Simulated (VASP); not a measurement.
# Mn (P6/mmm) in VASP: single point with BLYP

Aim: the single point of Mn with BLYP.

Everything below comes from runs of VASP 6.6.1. Logs are shortened: lines on timing, memory, paths and dates and some standing lists are left out, and cuts for length are marked.

## (1) The cell of the first run

The structure is hexagonal, space group P6/mmm (No. 191). Conventional cell: a = 3.839 Å, b = 3.839 Å, c = 2.421 Å, α = 90.00°, β = 90.00°, γ = 120.00°. Within 3.2 Å of Mn (site symmetry 6/mmm) lie 14 Mn at 2.42 to 2.53 Å. Within 2.9 Å of Mn (site symmetry -6m2) lie 11 Mn at 2.22 to 2.53 Å.

This isn't the form of Mn at room conditions, which is a 58-atom cubic cell.

## (2) Single point, BLYP (10.30 Å³/atom)

INCAR reads:

```
SYSTEM = Mn
AGGAC    = 1.0          
AGGAX    = 1.0          
ALDAC    = 0.0          
ALDAX    = 1.0          
ALGO     = Normal         ! electronic algorithm
EDIFF    = 1E-6           ! SCF threshold, eV
ENCUT    = 680            ! plane-wave cutoff, eV
GGA      = B5             ! functional
GGA_COMPAT= .False.      
ISIF     = 2              ! what is computed and relaxed
ISMEAR   = -1             ! smearing method
LASPH    = .True.         ! aspherical terms in the spheres
LCHARG   = .False.        ! write CHGCAR
LREAL    = .False.        ! projectors in reciprocal space
LWAVE    = .False.        ! write WAVECAR
NBANDS   = 30             ! bands
NELM     = 120            ! most SCF steps
PREC     = Accurate       ! precision mode
SIGMA    = 0.1            ! smearing width, eV
```

KPOINTS reads:

```
k-points
0
Gamma
  10 10 14
  0 0 0
```

POSCAR reads:

```
Mn
1.0
    3.8390186017      0.0000000000      0.0000000000
   -1.9195093008      3.3246876346      0.0000000000
    0.0000000000      0.0000000000      2.4206764036
Mn
3
Direct
    1.0000000000      0.0000000000      0.0000000000
    0.3333333333      0.6666666667      0.5000000000
    0.6666666667      0.3333333333      0.5000000000
```

Potentials or basis: VASP PAW PBE potentials, release 64 (Mn_sv).

On the command line:

```
cat potpaw_PBE.64/Mn_sv/POTCAR > POTCAR
mpirun -np 1 vasp_std > vasp.out
```

OUTCAR:

```text
SYSTEM = Mn
   EDIFF = 1E-6
   ENCUT = 680
   GGA = B5
   ISIF = 2
   ISMEAR = -1
   LASPH = .True.
   LREAL = .False.
   NELM = 120
   PREC = Accurate

 ion  position               nearest neighbor table
   1  0.000  0.000  0.000-   2 2.53   3 2.53   2 2.53   3 2.53   2 2.53   2 2.53   3 2.53   3 2.53
                             3 2.53   3 2.53   2 2.53   2 2.53
   2  0.333  0.667  0.500-   3 2.22   3 2.22   3 2.22   1 2.53   1 2.53   1 2.53   1 2.53   1 2.53
                             1 2.53
   3  0.667  0.333  0.500-   2 2.22   2 2.22   2 2.22   1 2.53   1 2.53   1 2.53   1 2.53   1 2.53
                             1 2.53

  LATTYP: Found a hexagonal cell.
 ALAT       =     3.8390186017
 C/A-ratio  =     0.6305456302

  Lattice vectors:

 A1 = (   3.8390186017,   0.0000000000,   0.0000000000)
 A2 = (  -1.9195093008,   3.3246876346,   0.0000000000)
 A3 = (   0.0000000000,   0.0000000000,   2.4206764036)

Analysis of symmetry for initial positions (statically):
=====================================================================
 Subroutine PRICEL returns:
 Original cell was already a primitive cell.

 Routine SETGRP: Setting up the symmetry group for a
 hexagonal supercell.

 Subroutine GETGRP returns: Found 24 space group operations
 (whereof 24 operations were pure point group operations)
 out of a pool of 24 trial point group operations.

The static configuration has the point symmetry D_6h.

Analysis of symmetry for dynamics (positions and initial velocities):
=====================================================================
 Subroutine PRICEL returns:
 Original cell was already a primitive cell.

 Routine SETGRP: Setting up the symmetry group for a
 hexagonal supercell.

 Subroutine GETGRP returns: Found 24 space group operations
 (whereof 24 operations were pure point group operations)
 out of a pool of 24 trial point group operations.

The dynamic configuration has the point symmetry D_6h.

 Subroutine INISYM returns: Found 24 space group operations
 (whereof 24 operations are pure point group operations),
 and found     1 'primitive' translations

----------------------------------------------------------------------------------------

                                     Primitive cell

  volume of cell :      30.8964

  direct lattice vectors                    reciprocal lattice vectors
     3.839018602  0.000000000  0.000000000     0.260483239  0.150390068  0.000000000
    -1.919509301  3.324687635  0.000000000     0.000000000  0.300780136  0.000000000
     0.000000000  0.000000000  2.420676404     0.000000000  0.000000000  0.413107675

  length of vectors
     3.839018602  3.839018602  2.420676404     0.300780136  0.300780136  0.413107675

  position of ions in fractional coordinates (direct lattice)
     0.000000000  0.000000000  0.000000000
     0.333333333  0.666666667  0.500000000
     0.666666667  0.333333333  0.500000000

  ion indices of the primitive-cell ions
   primitive index   ion index
                 1           1
                 2           2
                 3           3

----------------------------------------------------------------------------------------

 KPOINTS: k-points

Automatic generation of k-mesh.
 Grid dimensions read from file:
 generate k-points for:   10   10   14

 Generating k-lattice:

  Cartesian coordinates                     Fractional coordinates (reciprocal lattice)
     0.026048324  0.015039007  0.000000000     0.100000000 -0.000000000  0.000000000
     0.000000000  0.030078014  0.000000000     0.000000000  0.100000000  0.000000000
     0.000000000  0.000000000  0.029507691     0.000000000  0.000000000  0.071428571

  Length of vectors
     0.030078014  0.030078014  0.029507691

  Shift w.r.t. Gamma in fractional coordinates (k-lattice)
     0.000000000  0.000000000  0.000000000

 Subroutine IBZKPT returns following result:
 ===========================================

 Found    112 irreducible k-points:

 Following reciprocal coordinates:
            Coordinates               Weight
  0.000000  0.000000  0.000000      1.000000
  0.100000  0.000000  0.000000      6.000000
  0.200000  0.000000  0.000000      6.000000
  0.300000  0.000000  0.000000      6.000000
  0.400000  0.000000  0.000000      6.000000
  0.500000  0.000000  0.000000      3.000000
[... 16 lines left out ...]
  0.300000  0.100000  0.071429     24.000000
  0.400000  0.100000  0.071429     24.000000
 [... further k-points ...]
   k-points           NKPTS =    112   k-points in BZ     NKDIM =    112   number of bands    NBANDS=     30
   number of dos      NEDOS =    301   number of ions     NIONS =      3
   total plane-waves  NPLWV =  31104
   dimension x,y,z NGX =    36 NGY =   36 NGZ =   24
   dimension x,y,z NGXF=    72 NGYF=   72 NGZF=   48
   ions per type =               3
   NGX,Y,Z   is equivalent  to a cutoff of  15.59, 15.59, 16.48 a.u.
   NGXF,Y,Z  is equivalent  to a cutoff of  31.18, 31.18, 32.97 a.u.
 SYSTEM =  Mn
   PREC   = accura    normal or accurate (medium, high low for compatibility)
   ISTART =      0    job   : 0-new  1-cont  2-samecut
   ICHARG =      2    charge: 1-file 2-atom 10-const
   ISPIN  =      1    spin polarized calculation?
   LNONCOLLINEAR =      F non collinear calculations
   LSORBIT =      F    spin-orbit coupling
   LASPH  =      T    aspherical Exc in radial PAW
   ENCUT  =  680.0 eV  49.98 Ry    7.07 a.u.   8.16  8.16  5.15*2*pi/ulx,y,z
   NELM   =    120;   NELMIN=  2; NELMDL= -5     # of ELM steps
   EDIFF  = 0.1E-05   stopping-criterion for ELM
   LREAL  =      F    real-space projection
   EDIFFG = 0.1E-04   stopping-criterion for IOM
   NSW    =      0    number of steps for IOM
   IBRION =     -1    ionic relax: 0-MD 1-quasi-New 2-CG
   NFREE  =      0    steps in history (QN), initial steepest desc. (CG)
   ISIF   =      2    stress and relaxation
   ISYM   =      2    0-nonsym 1-usesym 2-fastsym
   POTIM  = 0.5000    time-step for ionic-motion
   TEBEG  =    0.0;   TEEND  =   0.0 temperature during run
   PSTRESS=    0.0 pullay stress
   NELECT =      45.0000    total number of electrons
   NUPDOWN=      -1.0000    fix difference up-down
   EMIN   =  10.00;   EMAX   =-10.00  energy-range for DOS
   EFERMI =   0.00;   METHOD = LEGACY
   ISMEAR =    -1;   SIGMA  =   0.10  broadening in eV -4-tet -1-fermi 0-gaus
   EFERMI_NEDOS =   21; number of points for ismear=-14 and -15
   IALGO  =     38    algorithm
   IMIX   =      4    mixing-type and parameters
     AMIX     =   0.40;   BMIX     =  1.00
     AMIX_MAG =   1.60;   BMIX_MAG =  1.00
  volume/ion in A,a.u.               =      10.30        69.50
  Fermi-wavevector in a.u.,A,eV,Ry     =   1.855708  3.506780 46.853753  3.443654
  Thomas-Fermi vector in A             =   2.904750
   LORBIT       =      0    0 simple, 1 ext, 2 COOP (PROOUT), +10 PAW based schemes
   GGA     = B5    functional components
   LHFCALC =     F    Hartree Fock is set to
   AEXX    =    0.0000 exact exchange contribution
   IVDW    =     0    specifies the selected vdW correction
   LEPSILON=     F    determine dielectric tensor
   LRPA    =     F    only Hartree local field effects (RPA)
 non-spin polarized calculation
  energy-cutoff  :      680.00
  volume of cell :       30.90
 maximum number of plane-waves:      1266
 NGX is ok and might be reduce to    36
   NGX = 17   NGY = 17   NGZ = 11

 number of electron      45.0000002 magnetization

 Free energy of the ion-electron system (eV)
  ---------------------------------------------------
  ext. energy  EPLUGINS =         0.00000000
  ---------------------------------------------------
  free energy    TOTEN  =       -23.40495753 eV

  energy without entropy =      -23.29878798  energy(sigma->0) =      -23.35187275

 E-fermi :  15.1373     XC(G=0): -13.7771

 val. band max:       15.1147476962   @ k =   0.2000   0.0000   0.2143
 cond. band min:      15.1488820528   @ k =   0.5000   0.0000   0.2857
 fundamental gap:      0.0341343566
 Fermi energy:        15.1373051462

 k-point     1 :       0.0000    0.0000    0.0000
  band No.  band energies     occupation
      1     -63.8055      2.00000
      2     -63.5022      2.00000
      3     -63.4699      2.00000
      4     -33.0044      2.00000
      5     -33.0044      2.00000
      6     -32.6103      2.00000
[... 22 lines left out ...]
     29      24.4372      0.00000
     30      24.4387      0.00000

 k-point     2 :       0.1000    0.0000    0.0000
  band No.  band energies     occupation
      1     -63.7980      2.00000
      2     -63.5083      2.00000
      3     -63.4715      2.00000
      4     -33.0275      2.00000
      5     -33.0077      2.00000
      6     -32.5814      2.00000
[... 22 lines left out ...]
     29      22.5315      0.00000
     30      22.7822      0.00000

 k-point     3 :       0.2000    0.0000    0.0000
  band No.  band energies     occupation
      1     -63.7766      2.00000
      2     -63.5259      2.00000
      3     -63.4759      2.00000
      4     -33.0779      2.00000
      5     -33.0002      2.00000
      6     -32.5141      2.00000
[... 22 lines left out ...]
     29      20.6301      0.00000
     30      21.2054      0.00000

 k-point     4 :       0.3000    0.0000    0.0000
  band No.  band energies     occupation
      1     -63.7445      2.00000
      2     -63.5532      2.00000
      3     -63.4815      2.00000
      4     -33.1283      2.00000
      5     -32.9595      2.00000
      6     -32.4363      2.00000
[... 22 lines left out ...]
     29      18.9984      0.00000
     30      19.7225      0.00000

 k-point     5 :       0.4000    0.0000    0.0000
  band No.  band energies     occupation
      1     -63.7086      2.00000
      2     -63.5852      2.00000
      3     -63.4861      2.00000
      4     -33.1633      2.00000
      5     -32.8854      2.00000
      6     -32.5014      2.00000
[... 22 lines left out ...]
     29      17.7357      0.00000
     30      18.3552      0.00000
[... 526 lines left out ...]
     29      21.4646      0.00000
     30      21.5207      0.00000

 k-point    22 :       0.2000    0.1000    0.0714
  band No.  band energies     occupation
      1     -63.7524      2.00000
      2     -63.5390      2.00000
      3     -63.4773      2.00000
      4     -33.0950      2.00000
      5     -32.9855      2.00000
      6     -32.4766      2.00000
[... 22 lines left out ...]
     29      19.7868      0.00000
     30      20.2215      0.00000

 k-point    23 :       0.3000    0.1000    0.0714
  band No.  band energies     occupation
      1     -63.7180      2.00000
      2     -63.5687      2.00000
      3     -63.4827      2.00000
      4     -33.1313      2.00000
      5     -32.9296      2.00000
      6     -32.4684      2.00000
[... 22 lines left out ...]
     29      18.3508      0.00000
     30      19.0026      0.00000

 k-point    24 :       0.4000    0.1000    0.0714
  band No.  band energies     occupation
      1     -63.6862      2.00000
      2     -63.5976      2.00000
      3     -63.4860      2.00000
      4     -33.1520      2.00000
      5     -32.8545      2.00000
      6     -32.5832      2.00000
[... 22 lines left out ...]
     29      17.3755      0.00000
     30      17.9628      0.00000

 [... further k-points ...]
[... 5 lines left out ...]
  --------------------------------------------------------------------------------------
  -------------------------------------------------------------------------------------
  Total        4.6655213      4.6655213      4.2503320      0.0000000     -0.0000000      0.0000000
  in kB      241.9373721    241.9373721    220.4071280      0.0000000     -0.0000000      0.0000000
  external PRESSURE =     234.7606241 kB  Pullay stress =       0.0000000 kB

 VOLUME and BASIS-vectors are now :
 -----------------------------------------------------------------------------
  energy-cutoff  :      680.00
  volume of cell :       30.90
      direct lattice vectors                 reciprocal lattice vectors
     3.839018602  0.000000000  0.000000000     0.260483239  0.150390068  0.000000000
    -1.919509301  3.324687635  0.000000000     0.000000000  0.300780136  0.000000000
     0.000000000  0.000000000  2.420676404     0.000000000  0.000000000  0.413107675

 POSITION                                       TOTAL-FORCE (eV/Angst)
 -----------------------------------------------------------------------------------
      0.00000      0.00000      0.00000         0.000000      0.000000     -0.000000
     -0.00000      2.21646      1.21034        -0.000000     -0.000000      0.000000
      1.91951      1.10823      1.21034        -0.000000      0.000000     -0.000000
 -----------------------------------------------------------------------------------
    total drift:                                0.000000      0.000000     -0.000000

  FREE ENERGIE OF THE ION-ELECTRON SYSTEM (eV)
  ---------------------------------------------------
  free  energy   TOTEN  =       -23.4049575252 eV

  energy  without entropy=      -23.2987879813  energy(sigma->0) =      -23.35187275
```

It took 82 s on 1 thread of Intel Xeon 6975P-C (Granite Rapids), shared host; peak memory 0.25 GiB.

What came out:

```
Free energy            : -23.4050 eV
Pressure               : 23.5 GPa
Band gap on the k mesh : zero (an odd number of electrons rules out a gap without spin polarisation)
```

Caveat: the cell stands under pressure; the PAW data sets were made with another functional, which shifts forces and pressure a little; the run has no spin polarisation, though such a crystal can be magnetic. Spin polarisation is off, so any magnetic state and its effect on volume and gap are missing.

The gap in the log of VASP goes by the Fermi energy; the results here count the filled bands.